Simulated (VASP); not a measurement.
A run of VASP 6.6.1 is set up as follows.

Contents of POSCAR:

```
InSb
1.0
    5.9492667680      0.0000000000      0.0000000000
    0.0000000000      5.9620335759      0.0000000000
    0.0000000000      0.0000000000      3.1527280272
In Sb
2 2
Direct
    0.0000000000      0.0000000000      0.0076115234
    0.5000000000      0.5000000000      0.9923884766
    0.0000000000      0.5000000000      0.2170398262
    0.5000000000      0.0000000000      0.7829601738
```

Contents of INCAR.step1:

```
  PREC = Accurate
  ENCUT = 520
  ISMEAR = 0
  SIGMA = 0.1
  LREAL = False
  LASPH = True
  NELM = 80
  NBANDS = 26
  GGA = PE
  ALGO = Normal
  EDIFF = 1E-4
  LWAVE = True
  LCHARG = False
```

INCAR.step2

```
  PREC = Accurate
  ENCUT = 520
  EDIFF = 1E-7
  ISMEAR = 0
  SIGMA = 0.1
  LREAL = False
  LASPH = True
  NELM = 80
  ALGO = Normal
  ISIF = 2
  LWAVE = False
  LCHARG = False
  METAGGA = R2SCAN
  LMIXTAU = True
  NBANDS = 26
  ISTART = 1
```

Contents of KPOINTS:

```
Automatic mesh
0
Gamma
  8 8 14
```

Potentials or basis: VASP PAW PBE potentials, release 64 (In_d, Sb).

Command:

```bash
$ cat potpaw_PBE.64/In_d/POTCAR potpaw_PBE.64/Sb/POTCAR > POTCAR
$ cp INCAR.step1 INCAR
$ mpirun -np 1 vasp_std > vasp.out
$ cp INCAR.step2 INCAR
$ mpirun -np 1 vasp_std > vasp.out
```

Problem. Estimate the largest force.

Solution. 0.004 eV/Å.

Problem. Estimate the band gap on the k mesh.

Solution. Zero (band 18 reaches 8.90 eV, above the bottom of band 19 at 5.88 eV).

Problem. Predict the pressure.

Solution. -0.1 GPa.

Forces on the atoms (eV/Å):
```
In   0.000  0.000 -0.004
In   0.000  0.000  0.004
Sb   0.000  0.000 -0.001
Sb   0.000  0.000  0.001
```

Caveat: the PAW data sets were made with another functional, which shifts forces and pressure a little; spin-orbit coupling is left out, which moves the levels of the heavy elements.
